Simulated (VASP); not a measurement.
# PdPt2 (P6/mmm) in VASP: further runs

The runs below take PdPt2 through single point, with PBE.

Program: VASP 6.6.1. These are calculated values, not measurements. Logs are shortened: lines on timing, memory, paths and dates and some standing lists are left out, and cuts for length are marked.

## Step 1: The cell of the first run

Symmetry: P6/mmm, No. 191, hexagonal system. The conventional cell has a = 3.505 Å, b = 3.505 Å, c = 4.592 Å, α = 90.00°, β = 90.00°, γ = 120.00°. Within 2.7 Å of Pd (site symmetry 6/mmm) lie 6 Pt at 2.02 Å. Within 2.7 Å of Pt (site symmetry -6m2) lie 3 Pt at 2.02 Å and 3 Pd at 2.02 Å.

The cell was built from a structure type or drawn by symmetry, and may not be a known phase.

## Step 2: Single point, PBE

INCAR reads:

```
SYSTEM = PdPt2
ALGO = Normal ; EDIFF = 1E-6
ENCUT = 500 ; GGA = PE
GGA_COMPAT = .False. ; ISIF = 2
ISMEAR = 0 ; LASPH = .True.
LCHARG = .False. ; LREAL = .False.
LWAVE = .False. ; NBANDS = 22
NELM = 120 ; PREC = Accurate
SIGMA = 0.1
```

KPOINTS reads:

```
k-points
0
Gamma
  6 6 4
  0 0 0
```

POSCAR reads:

```
PdPt2
1.0
    3.5053399800      0.0000000000      0.0000000000
   -1.7526699900      3.0357134700      0.0000000000
    0.0000000000      0.0000000000      4.5921063800
Pd Pt
1 2
Direct
    0.0000000000      0.0000000000      0.0000000000
    0.3333333300      0.6666666700      0.0000000000
    0.6666666700      0.3333333300      0.0000000000
```

Potentials or basis: VASP PAW PBE potentials, release 64 (Pd, Pt).

On the command line:

```bash
$ cat potpaw_PBE.64/Pd/POTCAR potpaw_PBE.64/Pt/POTCAR > POTCAR
$ mpirun -np 1 vasp_std > vasp.out
```

OUTCAR:

```text
SYSTEM = PdPt2
   EDIFF = 1E-6
   ENCUT = 500
   GGA = PE
   ISIF = 2
   ISMEAR = 0
   LASPH = .True.
   LREAL = .False.
   NELM = 120
   PREC = Accurate

 ion  position               nearest neighbor table
   1  0.000  0.000  0.000-   2 2.02   3 2.02   2 2.02   3 2.02   3 2.02   2 2.02
   2  0.333  0.667  0.000-   3 2.02   1 2.02   3 2.02   1 2.02   1 2.02   3 2.02
   3  0.667  0.333  0.000-   2 2.02   1 2.02   2 2.02   1 2.02   1 2.02   2 2.02

  LATTYP: Found a hexagonal cell.
 ALAT       =     3.5053399800
 C/A-ratio  =     1.3100316677

  Lattice vectors:

 A1 = (   3.5053399800,   0.0000000000,   0.0000000000)
 A2 = (  -1.7526699900,   3.0357134700,   0.0000000000)
 A3 = (   0.0000000000,   0.0000000000,   4.5921063800)

Analysis of symmetry for initial positions (statically):
=====================================================================
 Subroutine PRICEL returns:
 Original cell was already a primitive cell.

 Routine SETGRP: Setting up the symmetry group for a
 hexagonal supercell.

 Subroutine GETGRP returns: Found 24 space group operations
 (whereof 24 operations were pure point group operations)
 out of a pool of 24 trial point group operations.

The static configuration has the point symmetry D_6h.

Analysis of symmetry for dynamics (positions and initial velocities):
=====================================================================
 Subroutine PRICEL returns:
 Original cell was already a primitive cell.

 Routine SETGRP: Setting up the symmetry group for a
 hexagonal supercell.

 Subroutine GETGRP returns: Found 24 space group operations
 (whereof 24 operations were pure point group operations)
 out of a pool of 24 trial point group operations.

The dynamic configuration has the point symmetry D_6h.

 Subroutine INISYM returns: Found 24 space group operations
 (whereof 24 operations are pure point group operations),
 and found     1 'primitive' translations

----------------------------------------------------------------------------------------

                                     Primitive cell

  volume of cell :      48.8656

[... 78 lines left out ...]
   ISTART =      0    job   : 0-new  1-cont  2-samecut
   ICHARG =      2    charge: 1-file 2-atom 10-const
   ISPIN  =      1    spin polarized calculation?
   LNONCOLLINEAR =      F non collinear calculations
   LSORBIT =      F    spin-orbit coupling
   LASPH  =      T    aspherical Exc in radial PAW
   ENCUT  =  500.0 eV  36.75 Ry    6.06 a.u.   6.39  6.39  8.37*2*pi/ulx,y,z
   NELM   =    120;   NELMIN=  2; NELMDL= -5     # of ELM steps
   EDIFF  = 0.1E-05   stopping-criterion for ELM
   LREAL  =      F    real-space projection
   EDIFFG = 0.1E-04   stopping-criterion for IOM
   NSW    =      0    number of steps for IOM
   IBRION =     -1    ionic relax: 0-MD 1-quasi-New 2-CG
   NFREE  =      0    steps in history (QN), initial steepest desc. (CG)
   ISIF   =      2    stress and relaxation
   ISYM   =      2    0-nonsym 1-usesym 2-fastsym
   POTIM  = 0.5000    time-step for ionic-motion
   TEBEG  =    0.0;   TEEND  =   0.0 temperature during run
   PSTRESS=    0.0 pullay stress
   NELECT =      30.0000    total number of electrons
   NUPDOWN=      -1.0000    fix difference up-down
   EMIN   =  10.00;   EMAX   =-10.00  energy-range for DOS
   EFERMI =   0.00;   METHOD = LEGACY
   ISMEAR =     0;   SIGMA  =   0.10  broadening in eV -4-tet -1-fermi 0-gaus
   EFERMI_NEDOS =   21; number of points for ismear=-14 and -15
   IALGO  =     38    algorithm
   IMIX   =      4    mixing-type and parameters
     AMIX     =   0.40;   BMIX     =  1.00
     AMIX_MAG =   1.60;   BMIX_MAG =  1.00
  volume/ion in A,a.u.               =      16.29       109.92
  Fermi-wavevector in a.u.,A,eV,Ry     =   1.391386  2.629338 26.340267  1.935955
  Thomas-Fermi vector in A             =   2.515230
   LORBIT       =      0    0 simple, 1 ext, 2 COOP (PROOUT), +10 PAW based schemes
   GGA     = PE    functional components
   LHFCALC =     F    Hartree Fock is set to
   AEXX    =    0.0000 exact exchange contribution
   IVDW    =     0    specifies the selected vdW correction
   LEPSILON=     F    determine dielectric tensor
   LRPA    =     F    only Hartree local field effects (RPA)
 non-spin polarized calculation
 Gauss-broadening in eV      SIGMA  =   0.10
  energy-cutoff  :      500.00
  volume of cell :       48.87
 maximum number of plane-waves:      1257
 NGX is ok and might be reduce to    28
   NGX = 13   NGY = 13   NGZ = 17

 number of electron      29.9999995 magnetization

 Free energy of the ion-electron system (eV)
  ---------------------------------------------------
  ext. energy  EPLUGINS =         0.00000000
  ---------------------------------------------------
  free energy    TOTEN  =        15.98788928 eV

  energy without entropy =       15.99347601  energy(sigma->0) =       15.99068264

 E-fermi :  10.9821     XC(G=0): -11.3463

 val. band max:       10.9746476967   @ k =   0.3333   0.3333   0.0000
 cond. band min:      11.0630040004   @ k =   0.1667   0.1667   0.5000
 fundamental gap:      0.0883563037
 Fermi energy:        10.9820880305

 k-point     1 :       0.0000    0.0000    0.0000
  band No.  band energies     occupation
      1      -2.9871      2.00000
      2       2.0945      2.00000
      3       2.0945      2.00000
      4       2.1937      2.00000
      5       2.1937      2.00000
      6       2.5136      2.00000
[... 514 lines left out ...]
     21      15.5883      0.00000
     22      26.1808      0.00000

------------------------ aborting loop because EDIFF is reached ----------------------------------------

  FORCE on cell =-STRESS in cart. coord.  units (eV):
  Direction    XX          YY          ZZ          XY          YZ          ZX
  --------------------------------------------------------------------------------------
  -------------------------------------------------------------------------------------
  Total      161.5794112    161.5794110      0.1012975      0.0000000      0.0000000      0.0000000
  in kB     5297.7778034   5297.7777979      3.3212861      0.0000000      0.0000000      0.0000000
  external PRESSURE =    3532.9589625 kB  Pullay stress =       0.0000000 kB

 VOLUME and BASIS-vectors are now :
 -----------------------------------------------------------------------------
  energy-cutoff  :      500.00
  volume of cell :       48.87
      direct lattice vectors                 reciprocal lattice vectors
     3.505339980  0.000000000  0.000000000     0.285279033  0.164705927  0.000000000
    -1.752669990  3.035713470  0.000000000     0.000000000  0.329411853  0.000000000
     0.000000000  0.000000000  4.592106380     0.000000000  0.000000000  0.217764990

 POSITION                                       TOTAL-FORCE (eV/Angst)
 -----------------------------------------------------------------------------------
      0.00000      0.00000      0.00000         0.000000      0.000000      0.000000
     -0.00000      2.02381      0.00000        -0.000000      0.000000      0.000000
      1.75267      1.01190      0.00000         0.000000     -0.000000      0.000000
 -----------------------------------------------------------------------------------
    total drift:                                0.000000      0.000000     -0.000000

  FREE ENERGIE OF THE ION-ELECTRON SYSTEM (eV)
  ---------------------------------------------------
  free  energy   TOTEN  =        15.9878892780 eV

  energy  without entropy=       15.9934760086  energy(sigma->0) =       15.99068264
```

OSZICAR:

```text
N       E                     dE             d eps       ncg     rms          rms(c)
DAV:   1     0.240402631704E+03    0.24040E+03   -0.15474E+04   924   0.127E+03
DAV:   2     0.197862993458E+02   -0.22062E+03   -0.20851E+03  1038   0.317E+02
DAV:   3     0.142008307341E+02   -0.55855E+01   -0.55521E+01  1080   0.537E+01
DAV:   4     0.141164097348E+02   -0.84421E-01   -0.84413E-01  1050   0.637E+00
DAV:   5     0.141138636664E+02   -0.25461E-02   -0.25460E-02  1086   0.117E+00    0.890E+01
DAV:   6     0.153206584700E+02    0.12068E+01   -0.83267E-02  1026   0.256E+00    0.543E+01
DAV:   7     0.159885272548E+02    0.66787E+00   -0.15961E-01   966   0.331E+00    0.794E-01
DAV:   8     0.159883556439E+02   -0.17161E-03   -0.10374E-02  1056   0.123E+00    0.339E-01
DAV:   9     0.159879703203E+02   -0.38532E-03   -0.90427E-04  1008   0.311E-01    0.140E-01
DAV:  10     0.159878916637E+02   -0.78657E-04   -0.16211E-04  1032   0.882E-02    0.224E-02
DAV:  11     0.159878914217E+02   -0.24199E-06   -0.18016E-05  1044   0.313E-02    0.794E-03
DAV:  12     0.159878896204E+02   -0.18013E-05   -0.19356E-06   876   0.944E-03    0.292E-03
DAV:  13     0.159878892780E+02   -0.34244E-06   -0.26783E-07   714   0.351E-03
   1 F= 0.15987889E+02 E0= 0.15990683E+02  d E =-.558673E-02
```

stdout:

```text
POSCAR found type information on POSCAR PdPt
 POSCAR found :  2 types and       3 ions
 scaLAPACK will be used
 LDA part: xc-table for (Slater+PW92), standard interpolation
 POSCAR, INCAR and KPOINTS ok, starting setup
 FFT: planning ... GRIDC
 FFT: planning ... GRID_SOFT
 FFT: planning ... GRID
 WAVECAR not read
 entering main loop
```

Run time: 49 s. Hardware: 1 thread of AMD EPYC 7R13, shared host; peak memory 0.15 GiB.

What came out:

| Item | Value |
| --- | --- |
| Free energy | 15.9879 eV |
| Pressure | 353.3 GPa |
| Band gap on the k mesh | zero (bands 15 and 16 overlap by 1.05 eV) |

Stress tensor (GPa, compression positive):
```
529.78   0.00   0.00
  0.00 529.78   0.00
  0.00   0.00   0.33
```

Caveat: the cell stands under pressure; spin-orbit coupling is left out, which moves the levels of the heavy elements.

## Step 3: Single point, PBE

This run uses another cell than the first one, of 16.54 Å³/atom.

INCAR reads:

```
SYSTEM = PdPt2
PREC = Accurate ; ENCUT = 500
EDIFF = 1E-6 ; ISMEAR = 0
SIGMA = 0.1 ; LREAL = .FALSE.
LASPH = .TRUE. ; NELM = 120
ALGO = Normal ; ISIF = 2
LWAVE = .FALSE. ; LCHARG = .FALSE.
GGA = PE ; NBANDS = 22
GGA_COMPAT = .FALSE.
```

KPOINTS reads:

```
Automatic mesh
0
G
  6 6 4
  0 0 0
```

POSCAR reads:

```
PdPt2
1.0
    4.6681650887      0.0000000000      0.0000000000
   -2.3340825443      4.0427495559      0.0000000000
    0.0000000000      0.0000000000      2.6289607347
Pd Pt
1 2
Direct
    0.0000000000      0.0000000000      0.0000000000
    0.3333333333      0.6666666667      0.0000000000
    0.6666666667      0.3333333333      0.0000000000
```

Potentials or basis: VASP PAW PBE potentials, release 64 (Pd, Pt).

On the command line:

```bash
$ cat potpaw_PBE.64/Pd/POTCAR potpaw_PBE.64/Pt/POTCAR > POTCAR
$ mpirun -np 1 vasp_std > vasp.out
```

Wall time 56 s (1 thread of AMD EPYC 7R13, shared host); peak memory 0.15 GiB.

The run converged. Its results:

```yaml
Free_energy: -17.3661 eV
Pressure: -0.5 GPa
Band_gap_on_the_k_mesh: zero (bands 15 and 16 overlap by 2.32 eV)
```

Stress tensor (GPa, compression positive):
```
-0.45  0.00  0.00
 0.00 -0.45  0.00
 0.00  0.00 -0.60
```

Levels at points of the mesh, in eV from the Fermi level:
```tsv
k point	band 13	band 14	band 15	band 16	band 17	band 18
(0.00, 0.00, 0.00)	-1.28	-1.28	0.23	0.23	5.05	6.06
(0.50, 0.00, 0.00)	-0.47	-0.38	-0.23	-0.03	0.46	0.58
(0.00, 0.00, 0.50)	-1.48	-0.63	0.58	1.30	4.41	8.42
(0.50, 0.00, 0.50)	-0.03	0.73	1.32	3.97	4.55	4.79
```

Caveat: the k points lie up to 0.60 Å⁻¹ apart, too coarse for converged energies and pressures of a metal; spin-orbit coupling is left out, which moves the levels of the heavy elements.

## Step 4: Single point, PBE

This run uses another cell than the first one, of 16.76 Å³/atom.

INCAR reads:

```
SYSTEM = PdPt2
  PREC = Accurate
  ENCUT = 500
  EDIFF = 1E-6
  ISMEAR = 0
  SIGMA = 0.1
  LREAL = .FALSE.
  LASPH = .TRUE.
  NELM = 120
  ALGO = Normal
  ISIF = 2
  LWAVE = .FALSE.
  LCHARG = .FALSE.
  GGA = PE
  NBANDS = 22
  GGA_COMPAT = .FALSE.
```

KPOINTS reads:

```
regular mesh
0
G
  6 6 6
  0 0 0
```

POSCAR reads:

```
PdPt2
1.0
    4.6566805855      0.0000000000      0.0000000000
   -2.3283402927      4.0328036843      0.0000000000
    0.0000000000      0.0000000000      2.6775574574
Pd Pt
1 2
Direct
    0.0000000000      0.0000000000      0.0000000000
    0.3333333333      0.6666666667      0.0000000000
    0.6666666667      0.3333333333      0.0000000000
```

Potentials or basis: VASP PAW PBE potentials, release 64 (Pd, Pt).

On the command line:

```bash
$ cat potpaw_PBE.64/Pd/POTCAR potpaw_PBE.64/Pt/POTCAR > POTCAR
$ mpirun -np 1 vasp_std > vasp.out
```

OUTCAR:

```text
SYSTEM = PdPt2
   PREC = Accurate
   ENCUT = 500
   EDIFF = 1E-6
   ISMEAR = 0
   LREAL = .FALSE.
   LASPH = .TRUE.
   NELM = 120
   ISIF = 2
   GGA = PE

 ion  position               nearest neighbor table
   1  0.000  0.000  0.000-   2 2.69   3 2.69   2 2.69   3 2.69   3 2.69   2 2.69
   2  0.333  0.667  0.000-   3 2.69   1 2.69   3 2.69   1 2.69   1 2.69   3 2.69
   3  0.667  0.333  0.000-   2 2.69   1 2.69   2 2.69   1 2.69   1 2.69   2 2.69

  LATTYP: Found a hexagonal cell.
 ALAT       =     4.6566805855
 C/A-ratio  =     0.5749927246

  Lattice vectors:

 A1 = (   4.6566805855,   0.0000000000,   0.0000000000)
 A2 = (  -2.3283402927,   4.0328036843,   0.0000000000)
 A3 = (   0.0000000000,   0.0000000000,   2.6775574574)

Analysis of symmetry for initial positions (statically):
=====================================================================
 Subroutine PRICEL returns:
 Original cell was already a primitive cell.

 Routine SETGRP: Setting up the symmetry group for a
 hexagonal supercell.

 Subroutine GETGRP returns: Found 24 space group operations
 (whereof 24 operations were pure point group operations)
 out of a pool of 24 trial point group operations.

The static configuration has the point symmetry D_6h.
[... 163 lines left out ...]

 E-fermi :   8.6690     XC(G=0): -12.6298

 val. band max:        8.6532590072   @ k =   0.3333   0.3333   0.3333
 cond. band min:       8.6793892702   @ k =   0.3333   0.1667   0.3333
 fundamental gap:      0.0261302630
 Fermi energy:         8.6690113480

 k-point     1 :       0.0000    0.0000    0.0000
  band No.  band energies     occupation
      1       0.5927      2.00000
      2       3.5027      2.00000
      3       4.4528      2.00000
      4       5.1801      2.00000
      5       5.1846      2.00000
      6       5.1846      2.00000
[... 589 lines left out ...]
     21      15.4704      0.00000
     22      20.6031      0.00000

 [... further k-points ...]

------------------------ aborting loop because EDIFF is reached ----------------------------------------

  FORCE on cell =-STRESS in cart. coord.  units (eV):
  Direction    XX          YY          ZZ          XY          YZ          ZX
  --------------------------------------------------------------------------------------
  -------------------------------------------------------------------------------------
  Total       -0.1252663     -0.1252663     -0.1460128     -0.0000000     -0.0000000     -0.0000000
  in kB       -3.9913744     -3.9913744     -4.6524239     -0.0000000     -0.0000000     -0.0000000
  external PRESSURE =      -4.2117242 kB  Pullay stress =       0.0000000 kB

 VOLUME and BASIS-vectors are now :
 -----------------------------------------------------------------------------
  energy-cutoff  :      500.00
  volume of cell :       50.28
      direct lattice vectors                 reciprocal lattice vectors
     4.656680586  0.000000000  0.000000000     0.214745242  0.123983223  0.000000000
    -2.328340293  4.032803684  0.000000000     0.000000000  0.247966447  0.000000000
     0.000000000  0.000000000  2.677557457     0.000000000  0.000000000  0.373474712

 POSITION                                       TOTAL-FORCE (eV/Angst)
 -----------------------------------------------------------------------------------
      0.00000      0.00000      0.00000        -0.000000      0.000000      0.000000
     -0.00000      2.68854      0.00000         0.000000     -0.000000      0.000000
      2.32834      1.34427      0.00000        -0.000000      0.000000     -0.000000
 -----------------------------------------------------------------------------------
    total drift:                                0.000000      0.000000      0.000000

  FREE ENERGIE OF THE ION-ELECTRON SYSTEM (eV)
  ---------------------------------------------------
  free  energy   TOTEN  =       -16.8116467534 eV

  energy  without entropy=      -16.7912717164  energy(sigma->0) =      -16.80145923
```

OSZICAR:

```text
N       E                     dE             d eps       ncg     rms          rms(c)
DAV:   1     0.172870437681E+03    0.17287E+03   -0.14600E+04  1232   0.125E+03
DAV:   2    -0.137984421543E+02   -0.18667E+03   -0.17392E+03  1370   0.284E+02
DAV:   3    -0.179770877322E+02   -0.41786E+01   -0.41222E+01  1394   0.443E+01
DAV:   4    -0.180122421834E+02   -0.35154E-01   -0.35149E-01  1436   0.421E+00
DAV:   5    -0.180128494100E+02   -0.60723E-03   -0.60722E-03  1436   0.583E-01    0.148E+01
DAV:   6    -0.170262274398E+02    0.98662E+00   -0.35557E+00  1334   0.164E+01    0.904E+00
DAV:   7    -0.171977482485E+02   -0.17152E+00   -0.56395E+00  1334   0.202E+01    0.704E+00
DAV:   8    -0.168272662016E+02    0.37048E+00   -0.65428E-01  1298   0.112E+01    0.280E+00
DAV:   9    -0.168249660434E+02    0.23002E-02   -0.22331E-01  1382   0.479E+00    0.123E+00
DAV:  10    -0.168117364936E+02    0.13230E-01   -0.74783E-02  1322   0.284E+00    0.159E-01
DAV:  11    -0.168116784454E+02    0.58048E-04   -0.91307E-04  1388   0.242E-01    0.598E-02
DAV:  12    -0.168116457802E+02    0.32665E-04   -0.16836E-04  1426   0.115E-01    0.131E-02
DAV:  13    -0.168116467534E+02   -0.97323E-06   -0.90179E-06  1352   0.294E-02
   1 F= -.16811647E+02 E0= -.16801459E+02  d E =-.203750E-01
```

Wall time 67 s (1 thread of AMD EPYC 7R13, shared host); peak memory 0.15 GiB.

Results:

| Quantity | Value |
| --- | --- |
| Free energy | -16.8116 eV |
| Pressure | -0.4 GPa |
| Band gap on the k mesh | zero (bands 15 and 16 overlap by 1.96 eV) |

Caveat: the k points lie up to 0.39 Å⁻¹ apart, too coarse for converged energies and pressures of a metal; spin-orbit coupling is left out, which moves the levels of the heavy elements.

## Step 5: The runs side by side

| cell | k mesh | gap on the mesh (eV) | pressure (GPa) |
| --- | --- | --- | --- |
| a = 3.505, b = 3.505, c = 4.592 Å, angles 90.0, 90.0, 120.0°, 3 atoms | 6 × 6 × 4 | none | 353.3 |
| a = 4.668, b = 4.668, c = 2.629 Å, angles 90.0, 90.0, 120.0°, 3 atoms | 6 × 6 × 4 | none | -0.5 |
| a = 4.657, b = 4.657, c = 2.678 Å, angles 90.0, 90.0, 120.0°, 3 atoms | 6 × 6 × 6 | none | -0.4 |

Alike in all rows: task single point; level PBE; potentials or basis VASP PAW PBE potentials, release 64 (Pd, Pt); no spin polarisation; cutoff (eV) 500; smearing gaussian 0.1 eV.

Caveats: some runs use coarse meshes; spin-orbit coupling is left out, which moves the levels of the heavy elements; the cell stands under pressure (at least some runs).

Absolute energies hang on the potentials; compare differences alone.
